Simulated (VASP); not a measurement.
# Ru (C2/m) in VASP: single point with PBEsol

Aim: the single point of Ru with PBEsol.

Program: VASP 6.6.1. These are calculated values, not measurements. Logs are shortened: lines on timing, memory, paths and dates and some standing lists are left out, and cuts for length are marked.

### Step 1. The cell of the first run

The structure is monoclinic, space group C2/m (No. 12). Conventional cell: a = 4.687 Å, b = 2.706 Å, c = 4.282 Å, α = 90.00°, β = 90.00°, γ = 90.00°. Within 3.3 Å of Ru (site symmetry m) lie 12 Ru at 2.52 to 2.85 Å.

### Step 2. Single point, PBEsol (atom 1 (Ru) moved by (-0.200, -0.100) A along y and z)

The input, INCAR:

```
SYSTEM = Ru
ALGO     = Fast           ! electronic algorithm
EDIFF    = 1E-7           ! SCF threshold, eV
ENCUT    = 520            ! plane-wave cutoff, eV
GGA      = PS             ! functional
ISIF     = 2              ! what is computed and relaxed
ISMEAR   = 0              ! smearing method
LASPH    = .TRUE.         ! aspherical terms in the spheres
LCHARG   = .FALSE.        ! write CHGCAR
LREAL    = .FALSE.        ! projectors in reciprocal space
LWAVE    = .FALSE.        ! write WAVECAR
NBANDS   = 21             ! bands
NELM     = 60             ! most SCF steps
PREC     = Accurate       ! precision mode
SIGMA    = 0.15           ! smearing width, eV
```

The input, KPOINTS:

```
k-points
0
G
  24 24 12
  0 0 0
```

The input, POSCAR:

```
Ru
1.0
    2.7057993342      0.0000000000      0.0000000000
   -1.3528996671      2.3432909610      0.0000000000
    0.0000000000      0.0000000000      4.2819000000
Ru
2
Direct
    0.2906583085      0.5813166170      0.2266458815
    0.6666666667      0.3333333333      0.7500000000
```

Potentials or basis: VASP PAW PBE potentials, release 64 (Ru_pv).

On the command line:

```bash
$ cat potpaw_PBE.64/Ru_pv/POTCAR > POTCAR
$ mpirun -np 1 vasp_std > vasp.out
```

OUTCAR:

```text
SYSTEM = Ru
   EDIFF = 1E-7
   ENCUT = 520
   GGA = PS
   ISIF = 2
   ISMEAR = 0
   LASPH = .TRUE.
   LREAL = .FALSE.
   NELM = 60
   PREC = Accurate

 ion  position               nearest neighbor table
   1  0.291  0.581  0.227-   2 2.52   2 2.52   2 2.68   2 2.68   2 2.70   2 2.85
   2  0.667  0.333  0.750-   1 2.52   1 2.52   1 2.68   1 2.68   1 2.70   1 2.85

  LATTYP: Found a hexagonal cell.
 ALAT       =     2.7057993342
 C/A-ratio  =     1.5824898565

  Lattice vectors:

 A1 = (   2.7057993342,   0.0000000000,   0.0000000000)
 A2 = (  -1.3528996671,   2.3432909610,   0.0000000000)
 A3 = (   0.0000000000,   0.0000000000,   4.2819000000)

Analysis of symmetry for initial positions (statically):
=====================================================================
 Subroutine PRICEL returns:
 Original cell was already a primitive cell.

 Routine SETGRP: Setting up the symmetry group for a
 hexagonal supercell.

 Subroutine GETGRP returns: Found  4 space group operations
 (whereof  2 operations were pure point group operations)
 out of a pool of 24 trial point group operations.

The static configuration has the point symmetry C_1h.
 The point group associated with its full space group is C_2h.

Analysis of symmetry for dynamics (positions and initial velocities):
=====================================================================
 Subroutine PRICEL returns:
 Original cell was already a primitive cell.

 Routine SETGRP: Setting up the symmetry group for a
 hexagonal supercell.

 Subroutine GETGRP returns: Found  4 space group operations
 (whereof  2 operations were pure point group operations)
 out of a pool of 24 trial point group operations.

The dynamic configuration has the point symmetry C_1h.
 The point group associated with its full space group is C_2h.

 Subroutine INISYM returns: Found  4 space group operations
 (whereof  2 operations are pure point group operations),
 and found     1 'primitive' translations

----------------------------------------------------------------------------------------

                                     Primitive cell

  volume of cell :      27.1493

  direct lattice vectors                    reciprocal lattice vectors
     2.705799334  0.000000000  0.000000000     0.369576556  0.213375124  0.000000000
    -1.352899667  2.343290961  0.000000000     0.000000000  0.426750249  0.000000000
     0.000000000  0.000000000  4.281900000     0.000000000  0.000000000  0.233541185

  length of vectors
     2.705799334  2.705799334  4.281900000     0.426750249  0.426750249  0.233541185

  position of ions in fractional coordinates (direct lattice)
     0.290658308  0.581316617  0.226645881
     0.666666667  0.333333333  0.750000000

  ion indices of the primitive-cell ions
   primitive index   ion index
                 1           1
                 2           2

----------------------------------------------------------------------------------------

 KPOINTS: k-points

Automatic generation of k-mesh.
 Grid dimensions read from file:
 generate k-points for:   24   24   12

 Generating k-lattice:

  Cartesian coordinates                     Fractional coordinates (reciprocal lattice)
     0.015399023  0.008890630  0.000000000     0.041666667  0.000000000  0.000000000
     0.000000000  0.017781260  0.000000000     0.000000000  0.041666667  0.000000000
     0.000000000  0.000000000  0.019461765     0.000000000  0.000000000  0.083333333

  Length of vectors
     0.017781260  0.017781260  0.019461765

  Shift w.r.t. Gamma in fractional coordinates (k-lattice)
     0.000000000  0.000000000  0.000000000

 Subroutine IBZKPT returns following result:
 ===========================================

 Found   1814 irreducible k-points:

 Following reciprocal coordinates:
            Coordinates               Weight
  0.000000  0.000000  0.000000      1.000000
  0.041667  0.000000  0.000000      4.000000
  0.000000  0.041667  0.000000      2.000000
  0.083333  0.000000  0.000000      4.000000
  0.000000  0.083333  0.000000      2.000000
  0.125000  0.000000  0.000000      4.000000
[... 16 lines left out ...]
  0.000000  0.458333  0.000000      2.000000
  0.500000  0.000000  0.000000      2.000000
 [... further k-points ...]
   k-points           NKPTS =   1814   k-points in BZ     NKDIM =   1814   number of bands    NBANDS=     21
   number of dos      NEDOS =    301   number of ions     NIONS =      2
   total plane-waves  NPLWV =  12800
   dimension x,y,z NGX =    20 NGY =   20 NGZ =   32
   dimension x,y,z NGXF=    40 NGYF=   40 NGZF=   64
   ions per type =               2
   NGX,Y,Z   is equivalent  to a cutoff of  12.29, 12.29, 12.42 a.u.
   NGXF,Y,Z  is equivalent  to a cutoff of  24.58, 24.58, 24.85 a.u.
 SYSTEM =  Ru
   PREC   = accura    normal or accurate (medium, high low for compatibility)
   ISTART =      0    job   : 0-new  1-cont  2-samecut
   ICHARG =      2    charge: 1-file 2-atom 10-const
   ISPIN  =      1    spin polarized calculation?
   LNONCOLLINEAR =      F non collinear calculations
   LSORBIT =      F    spin-orbit coupling
   LASPH  =      T    aspherical Exc in radial PAW
   ENCUT  =  520.0 eV  38.22 Ry    6.18 a.u.   5.03  5.03  7.96*2*pi/ulx,y,z
   NELM   =     60;   NELMIN=  2; NELMDL= -5     # of ELM steps
   EDIFF  = 0.1E-06   stopping-criterion for ELM
   LREAL  =      F    real-space projection
   EDIFFG = 0.1E-05   stopping-criterion for IOM
   NSW    =      0    number of steps for IOM
   IBRION =     -1    ionic relax: 0-MD 1-quasi-New 2-CG
   NFREE  =      0    steps in history (QN), initial steepest desc. (CG)
   ISIF   =      2    stress and relaxation
   ISYM   =      2    0-nonsym 1-usesym 2-fastsym
   POTIM  = 0.5000    time-step for ionic-motion
   TEBEG  =    0.0;   TEEND  =   0.0 temperature during run
   PSTRESS=    0.0 pullay stress
   NELECT =      28.0000    total number of electrons
   NUPDOWN=      -1.0000    fix difference up-down
   EMIN   =  10.00;   EMAX   =-10.00  energy-range for DOS
   EFERMI =   0.00;   METHOD = LEGACY
   ISMEAR =     0;   SIGMA  =   0.15  broadening in eV -4-tet -1-fermi 0-gaus
   EFERMI_NEDOS =   21; number of points for ismear=-14 and -15
   IALGO  =     68    algorithm
   IMIX   =      4    mixing-type and parameters
     AMIX     =   0.40;   BMIX     =  1.00
     AMIX_MAG =   1.60;   BMIX_MAG =  1.00
  volume/ion in A,a.u.               =      13.57        91.61
  Fermi-wavevector in a.u.,A,eV,Ry     =   1.654022  3.125649 37.222686  2.735790
  Thomas-Fermi vector in A             =   2.742361
   LORBIT       =      0    0 simple, 1 ext, 2 COOP (PROOUT), +10 PAW based schemes
   GGA     = PS    functional components
   LHFCALC =     F    Hartree Fock is set to
   AEXX    =    0.0000 exact exchange contribution
   IVDW    =     0    specifies the selected vdW correction
   LEPSILON=     F    determine dielectric tensor
   LRPA    =     F    only Hartree local field effects (RPA)
 non-spin polarized calculation
 RMM-DIIS sequential band-by-band and
 Gauss-broadening in eV      SIGMA  =   0.15
  energy-cutoff  :      520.00
  volume of cell :       27.15
 maximum number of plane-waves:       756
   NGX =  9   NGY =  9   NGZ = 15

 number of electron      28.0000006 magnetization

 Free energy of the ion-electron system (eV)
  ---------------------------------------------------
  ext. energy  EPLUGINS =         0.00000000
  ---------------------------------------------------
  free energy    TOTEN  =       -20.13472745 eV

  energy without entropy =      -20.11538935  energy(sigma->0) =      -20.12505840

 E-fermi :  12.7543     XC(G=0): -14.2708

 val. band max:       12.7542013656   @ k =  -0.2500  -0.0417   0.2500
 cond. band min:      12.7559932140   @ k =   0.4583   0.2917   0.1667
 fundamental gap:      0.0017918484
 Fermi energy:        12.7542868795

 k-point     1 :       0.0000    0.0000    0.0000
  band No.  band energies     occupation
      1     -30.9341      2.00000
      2     -30.0182      2.00000
      3     -29.8812      2.00000
      4     -29.8026      2.00000
      5     -29.7446      2.00000
      6     -29.7090      2.00000
[... 13 lines left out ...]
     20      23.0238      0.00000
     21      27.4003      0.00000

 k-point     2 :       0.0417    0.0000    0.0000
  band No.  band energies     occupation
      1     -30.9278      2.00000
      2     -30.0291      2.00000
      3     -29.8886      2.00000
      4     -29.8073      2.00000
      5     -29.7547      2.00000
      6     -29.7116      2.00000
[... 13 lines left out ...]
     20      23.0176      0.00000
     21      23.0739      0.00000

 k-point     3 :       0.0000    0.0417    0.0000
  band No.  band energies     occupation
      1     -30.9293      2.00000
      2     -30.0220      2.00000
      3     -29.8964      2.00000
      4     -29.8139      2.00000
      5     -29.7469      2.00000
      6     -29.7102      2.00000
[... 13 lines left out ...]
     20      23.0175      0.00000
     21      23.0739      0.00000

 k-point     4 :       0.0833    0.0000    0.0000
  band No.  band energies     occupation
      1     -30.9089      2.00000
      2     -30.0619      2.00000
      3     -29.9088      2.00000
      4     -29.8294      2.00000
      5     -29.7762      2.00000
      6     -29.7197      2.00000
[... 13 lines left out ...]
     20      23.0175      0.00000
     21      23.0701      0.00000

 k-point     5 :       0.0000    0.0833    0.0000
  band No.  band energies     occupation
      1     -30.9151      2.00000
      2     -30.0329      2.00000
      3     -29.9404      2.00000
      4     -29.8473      2.00000
      5     -29.7538      2.00000
      6     -29.7140      2.00000
[... 13 lines left out ...]
     20      23.0175      0.00000
     21      23.0701      0.00000
[... 382 lines left out ...]
     20      23.3599      0.00000
     21      26.3067      0.00000

 k-point    22 :       0.4583   -0.0000    0.0000
  band No.  band energies     occupation
      1     -30.7170      2.00000
      2     -30.5750      2.00000
      3     -30.3103      2.00000
      4     -30.1519      2.00000
      5     -30.0733      2.00000
      6     -29.8917      2.00000
[... 13 lines left out ...]
     20      25.1478      0.00000
     21      26.1278      0.00000

 k-point    23 :       0.0000    0.4583    0.0000
  band No.  band energies     occupation
      1     -30.6964      2.00000
      2     -30.6451      2.00000
      3     -30.4092      2.00000
      4     -30.2270      2.00000
      5     -29.8823      2.00000
      6     -29.8377      2.00000
[... 13 lines left out ...]
     20      23.6616      0.00000
     21      25.8571      0.00000

 k-point    24 :       0.5000    0.0000    0.0000
  band No.  band energies     occupation
      1     -30.7286      2.00000
      2     -30.5821      2.00000
      3     -30.2904      2.00000
      4     -30.1541      2.00000
      5     -30.0972      2.00000
      6     -29.8940      2.00000
[... 13 lines left out ...]
     20      25.6679      0.00000
     21      25.9792      0.00000

 [... further k-points ...]
[... 5 lines left out ...]
  --------------------------------------------------------------------------------------
  -------------------------------------------------------------------------------------
  Total       -0.1033651     -1.3787148      0.1400227      0.0000000      0.4690144      0.0000000
  in kB       -6.0999477    -81.3629490      8.2632463      0.0000000     27.6782398      0.0000000
  external PRESSURE =     -26.3998835 kB  Pullay stress =       0.0000000 kB

 VOLUME and BASIS-vectors are now :
 -----------------------------------------------------------------------------
  energy-cutoff  :      520.00
  volume of cell :       27.15
      direct lattice vectors                 reciprocal lattice vectors
     2.705799334  0.000000000  0.000000000     0.369576556  0.213375124  0.000000000
    -1.352899667  2.343290961  0.000000000     0.000000000  0.426750249  0.000000000
     0.000000000  0.000000000  4.281900000     0.000000000  0.000000000  0.233541185

 POSITION                                       TOTAL-FORCE (eV/Angst)
 -----------------------------------------------------------------------------------
      0.00000      1.36219      0.97047         0.000000      1.459403      1.219118
      1.35290      0.78110      3.21143        -0.000000     -1.459403     -1.219118
 -----------------------------------------------------------------------------------
    total drift:                               -0.000000     -0.000004      0.000000

  FREE ENERGIE OF THE ION-ELECTRON SYSTEM (eV)
  ---------------------------------------------------
  free  energy   TOTEN  =       -20.1347274499 eV

  energy  without entropy=      -20.1153893536  energy(sigma->0) =      -20.12505840
```

Wall time 6 min (1 thread of Intel Xeon 6975P-C (Granite Rapids), shared host); peak memory 0.82 GiB.

What came out:

```yaml
Free_energy: -20.1347 eV
Pressure: -2.6 GPa
Largest_force: 1.902 eV/Å
Band_gap_on_the_k_mesh: zero (bands 14 and 15 overlap by 3.01 eV)
```

Forces on the atoms (eV/Å):
```
Ru   0.000  1.459  1.219
Ru   0.000 -1.459 -1.219
```

Caveat: the cell differs from its parent crystal (atom 1 (Ru) moved by (-0.200, -0.100) A along y and z); the stress differs along the axes, from -8 to 1 GPa; the PAW data sets were made with another functional, which shifts forces and pressure a little.
